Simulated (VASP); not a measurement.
# Ca (Cmcm) in VASP: single point with PBE

Aim: the single point of Ca with PBE.

All numbers are computed with VASP 6.6.1; they aren't measurements. Logs are shortened: lines on timing, memory, paths and dates and some standing lists are left out, and cuts for length are marked.

## (1) The cell of the first run

The typed cell holds 2 atoms: a = 3.906 Å, b = 3.906 Å, c = 6.420 Å, α = 90.00°, β = 90.00°, γ = 120.00°.

This isn't the form of Ca at room conditions, which is fcc.

## (2) Single point, PBE

INCAR reads:

```
SYSTEM = Ca
PREC = Accurate
ENCUT = 520
EDIFF = 1E-6
ISMEAR = 0
SIGMA = 0.1
LREAL = .FALSE.
LASPH = .TRUE.
NELM = 100
ALGO = Fast
ISIF = 2
LWAVE = .FALSE.
LCHARG = .FALSE.
GGA = PE
NBANDS = 17
```

KPOINTS reads:

```
regular mesh
0
G
  12 12 8
  0 0 0
```

POSCAR reads:

```
Ca
1.0
    1.9532374848     -3.3828903039      0.0000000000
    1.9532374848      3.3828903039      0.0000000000
    0.0000000000      0.0000000000      6.4202567664
Ca
2
Direct
    0.8334426672      0.1665573328      0.2500000000
    0.1665573328      0.8334426672      0.7500000000
```

Potentials or basis: VASP PAW PBE potentials, release 64 (Ca_sv).

The run is started by

```bash
$ cat potpaw_PBE.64/Ca_sv/POTCAR > POTCAR
$ mpirun -np 1 vasp_std > vasp.out
```

OUTCAR:

```text
SYSTEM = Ca
   PREC = Accurate
   ENCUT = 520
   EDIFF = 1E-6
   ISMEAR = 0
   LREAL = .FALSE.
   LASPH = .TRUE.
   NELM = 100
   ISIF = 2
   GGA = PE

 ion  position               nearest neighbor table
   1  0.833  0.167  0.250-
   2  0.167  0.833  0.750-

  LATTYP: Found a base centered orthorhombic cell.
 ALAT       =     3.9064749696
 B/A-ratio  =     1.7319400893
 C/A-ratio  =     1.6434910799

  Lattice vectors:

 A1 = (   1.9532374848,  -3.3828903039,   0.0000000000)
 A2 = (   1.9532374848,   3.3828903039,   0.0000000000)
 A3 = (   0.0000000000,   0.0000000000,   6.4202567664)

Analysis of symmetry for initial positions (statically):
=====================================================================
 Subroutine PRICEL returns:
 Original cell was already a primitive cell.

 Routine SETGRP: Setting up the symmetry group for a
 base centered orthorhombic supercell.

 Subroutine GETGRP returns: Found  8 space group operations
 (whereof  4 operations were pure point group operations)
 out of a pool of  8 trial point group operations.

The static configuration has the point symmetry C_2h.
 The point group associated with its full space group is D_2h.

Analysis of symmetry for dynamics (positions and initial velocities):
=====================================================================
 Subroutine PRICEL returns:
 Original cell was already a primitive cell.

 Routine SETGRP: Setting up the symmetry group for a
 base centered orthorhombic supercell.

 Subroutine GETGRP returns: Found  8 space group operations
 (whereof  4 operations were pure point group operations)
 out of a pool of  8 trial point group operations.

The dynamic configuration has the point symmetry C_2h.
 The point group associated with its full space group is D_2h.

 Subroutine INISYM returns: Found  8 space group operations
 (whereof  4 operations are pure point group operations),
 and found     1 'primitive' translations

----------------------------------------------------------------------------------------

                                     Primitive cell

  volume of cell :      84.8448

  direct lattice vectors                    reciprocal lattice vectors
     1.953237485 -3.382890304  0.000000000     0.255985257 -0.147802605  0.000000000
     1.953237485  3.382890304  0.000000000     0.255985257  0.147802605  0.000000000
     0.000000000  0.000000000  6.420256766     0.000000000  0.000000000  0.155757010

  length of vectors
     3.906287685  3.906287685  6.420256766     0.295591038  0.295591038  0.155757010

  position of ions in fractional coordinates (direct lattice)
     0.833442667  0.166557333  0.250000000
     0.166557333  0.833442667  0.750000000

  ion indices of the primitive-cell ions
   primitive index   ion index
                 1           1
                 2           2

----------------------------------------------------------------------------------------

 KPOINTS: regular mesh

Automatic generation of k-mesh.
 Grid dimensions read from file:
 generate k-points for:   12   12    8

 Generating k-lattice:

  Cartesian coordinates                     Fractional coordinates (reciprocal lattice)
     0.021332105 -0.012316884  0.000000000     0.083333333  0.000000000  0.000000000
     0.021332105  0.012316884  0.000000000     0.000000000  0.083333333  0.000000000
     0.000000000  0.000000000  0.019469626     0.000000000  0.000000000  0.125000000

  Length of vectors
     0.024632587  0.024632587  0.019469626

  Shift w.r.t. Gamma in fractional coordinates (k-lattice)
     0.000000000  0.000000000  0.000000000

 Subroutine IBZKPT returns following result:
 ===========================================

 Found    215 irreducible k-points:

 Following reciprocal coordinates:
            Coordinates               Weight
  0.000000  0.000000  0.000000      1.000000
  0.083333  0.000000  0.000000      4.000000
  0.166667  0.000000  0.000000      4.000000
  0.250000  0.000000  0.000000      4.000000
  0.333333  0.000000  0.000000      4.000000
  0.416667  0.000000  0.000000      4.000000
[... 16 lines left out ...]
  0.500000  0.166667  0.000000      4.000000
 -0.416667  0.166667  0.000000      4.000000
 [... further k-points ...]
   k-points           NKPTS =    215   k-points in BZ     NKDIM =    215   number of bands    NBANDS=     17
   number of dos      NEDOS =    301   number of ions     NIONS =      2
   total plane-waves  NPLWV =  43200
   dimension x,y,z NGX =    30 NGY =   30 NGZ =   48
   dimension x,y,z NGXF=    60 NGYF=   60 NGZF=   96
   ions per type =               2
   NGX,Y,Z   is equivalent  to a cutoff of  12.77, 12.77, 12.43 a.u.
   NGXF,Y,Z  is equivalent  to a cutoff of  25.54, 25.54, 24.86 a.u.
 SYSTEM =  Ca
   PREC   = accura    normal or accurate (medium, high low for compatibility)
   ISTART =      0    job   : 0-new  1-cont  2-samecut
   ICHARG =      2    charge: 1-file 2-atom 10-const
   ISPIN  =      1    spin polarized calculation?
   LNONCOLLINEAR =      F non collinear calculations
   LSORBIT =      F    spin-orbit coupling
   LASPH  =      T    aspherical Exc in radial PAW
   ENCUT  =  520.0 eV  38.22 Ry    6.18 a.u.   7.26  7.26 11.94*2*pi/ulx,y,z
   NELM   =    100;   NELMIN=  2; NELMDL= -5     # of ELM steps
   EDIFF  = 0.1E-05   stopping-criterion for ELM
   LREAL  =      F    real-space projection
   EDIFFG = 0.1E-04   stopping-criterion for IOM
   NSW    =      0    number of steps for IOM
   IBRION =     -1    ionic relax: 0-MD 1-quasi-New 2-CG
   NFREE  =      0    steps in history (QN), initial steepest desc. (CG)
   ISIF   =      2    stress and relaxation
   ISYM   =      2    0-nonsym 1-usesym 2-fastsym
   POTIM  = 0.5000    time-step for ionic-motion
   TEBEG  =    0.0;   TEEND  =   0.0 temperature during run
   PSTRESS=    0.0 pullay stress
   NELECT =      20.0000    total number of electrons
   NUPDOWN=      -1.0000    fix difference up-down
   EMIN   =  10.00;   EMAX   =-10.00  energy-range for DOS
   EFERMI =   0.00;   METHOD = LEGACY
   ISMEAR =     0;   SIGMA  =   0.10  broadening in eV -4-tet -1-fermi 0-gaus
   EFERMI_NEDOS =   21; number of points for ismear=-14 and -15
   IALGO  =     68    algorithm
   IMIX   =      4    mixing-type and parameters
     AMIX     =   0.40;   BMIX     =  1.00
     AMIX_MAG =   1.60;   BMIX_MAG =  1.00
  volume/ion in A,a.u.               =      42.42       286.28
  Fermi-wavevector in a.u.,A,eV,Ry     =   1.011292  1.911064 13.914822  1.022711
  Thomas-Fermi vector in A             =   2.144332
   LORBIT       =      0    0 simple, 1 ext, 2 COOP (PROOUT), +10 PAW based schemes
   GGA     = PE    functional components
   LHFCALC =     F    Hartree Fock is set to
   AEXX    =    0.0000 exact exchange contribution
   IVDW    =     0    specifies the selected vdW correction
   LEPSILON=     F    determine dielectric tensor
   LRPA    =     F    only Hartree local field effects (RPA)
 non-spin polarized calculation
 RMM-DIIS sequential band-by-band and
 Gauss-broadening in eV      SIGMA  =   0.10
  energy-cutoff  :      520.00
  volume of cell :       84.84
 maximum number of plane-waves:      2301
 NGX is ok and might be reduce to    30
   NGX = 15   NGY = 15   NGZ = 23

 number of electron      19.9999992 magnetization

 Free energy of the ion-electron system (eV)
  ---------------------------------------------------
  ext. energy  EPLUGINS =         0.00000000
  ---------------------------------------------------
  free energy    TOTEN  =        -3.85793387 eV

  energy without entropy =       -3.84774882  energy(sigma->0) =       -3.85284134

 E-fermi :   2.0042     XC(G=0):  -7.7185

 val. band max:        1.9923651541   @ k =  -0.3333   0.3333   0.0000
 cond. band min:       2.0111948077   @ k =   0.2500   0.0833   0.0000
 fundamental gap:      0.0188296536
 Fermi energy:         2.0042443126

 k-point     1 :       0.0000    0.0000    0.0000
  band No.  band energies     occupation
      1     -40.0764      2.00000
      2     -40.0635      2.00000
      3     -21.1232      2.00000
      4     -21.0150      2.00000
      5     -21.0149      2.00000
      6     -20.9968      2.00000
[... 9 lines left out ...]
     16       4.5673      0.00000
     17       4.9721      0.00000

 k-point     2 :       0.0833    0.0000    0.0000
  band No.  band energies     occupation
      1     -40.0756      2.00000
      2     -40.0631      2.00000
      3     -21.1202      2.00000
      4     -21.0219      2.00000
      5     -21.0172      2.00000
      6     -21.0040      2.00000
[... 9 lines left out ...]
     16       4.6433      0.00000
     17       4.8772      0.00000

 k-point     3 :       0.1667    0.0000    0.0000
  band No.  band energies     occupation
      1     -40.0733      2.00000
      2     -40.0620      2.00000
      3     -21.1117      2.00000
      4     -21.0411      2.00000
      5     -21.0236      2.00000
      6     -21.0231      2.00000
[... 9 lines left out ...]
     16       4.6142      0.00000
     17       4.8375      0.00000

 k-point     4 :       0.2500    0.0000    0.0000
  band No.  band energies     occupation
      1     -40.0702      2.00000
      2     -40.0606      2.00000
      3     -21.0989      2.00000
      4     -21.0677      2.00000
      5     -21.0499      2.00000
      6     -21.0309      2.00000
[... 9 lines left out ...]
     16       4.8922      0.00000
     17       4.9521      0.00000
[... 343 lines left out ...]
      1     -40.0619      2.00000
      2     -40.0588      2.00000
      3     -21.1128      2.00000
      4     -21.0929      2.00000
      5     -21.0608      2.00000
      6     -21.0574      2.00000
[... 9 lines left out ...]
     16       5.6341      0.00000
     17       5.9228      0.00000

 k-point    23 :       0.5000    0.1667    0.0000
  band No.  band energies     occupation
      1     -40.0630      2.00000
      2     -40.0587      2.00000
      3     -21.1071      2.00000
      4     -21.0904      2.00000
      5     -21.0642      2.00000
      6     -21.0563      2.00000
[... 9 lines left out ...]
     16       5.4102      0.00000
     17       5.8036      0.00000

 k-point    24 :      -0.4167    0.1667    0.0000
  band No.  band energies     occupation
      1     -40.0655      2.00000
      2     -40.0591      2.00000
      3     -21.0911      2.00000
      4     -21.0824      2.00000
      5     -21.0777      2.00000
      6     -21.0453      2.00000
[... 9 lines left out ...]
     16       5.1199      0.00000
     17       5.8810      0.00000

 [... further k-points ...]

------------------------ aborting loop because EDIFF is reached ----------------------------------------

  FORCE on cell =-STRESS in cart. coord.  units (eV):
  Direction    XX          YY          ZZ          XY          YZ          ZX
  --------------------------------------------------------------------------------------
  -------------------------------------------------------------------------------------
  Total       -0.0170959     -0.0134201     -0.0158457      0.0000000      0.0000000      0.0000000
  in kB       -0.3228333     -0.2534199     -0.2992233      0.0000000      0.0000000      0.0000000
  external PRESSURE =      -0.2918255 kB  Pullay stress =       0.0000000 kB

 VOLUME and BASIS-vectors are now :
 -----------------------------------------------------------------------------
  energy-cutoff  :      520.00
  volume of cell :       84.84
      direct lattice vectors                 reciprocal lattice vectors
     1.953237485 -3.382890304  0.000000000     0.255985257 -0.147802605  0.000000000
     1.953237485  3.382890304  0.000000000     0.255985257  0.147802605  0.000000000
     0.000000000  0.000000000  6.420256766     0.000000000  0.000000000  0.155757010

 POSITION                                       TOTAL-FORCE (eV/Angst)
 -----------------------------------------------------------------------------------
      1.95324     -2.25600      1.60506         0.000000      0.000597     -0.000000
      1.95324      2.25600      4.81519         0.000000     -0.000597      0.000000
 -----------------------------------------------------------------------------------
    total drift:                                0.000000      0.000000     -0.000000

  FREE ENERGIE OF THE ION-ELECTRON SYSTEM (eV)
  ---------------------------------------------------
  free  energy   TOTEN  =        -3.8579338736 eV

  energy  without entropy=       -3.8477488160  energy(sigma->0) =       -3.85284134
```

Wall time 6.1 min (1 thread of Intel Xeon Platinum 8488C (Sapphire Rapids), shared host); peak memory 0.38 GiB.

Results:

```yaml
Free_energy: -3.8579 eV
Pressure: 0.0 GPa
Band_gap_on_the_k_mesh: zero (bands 10 and 11 overlap by 0.51 eV)
```
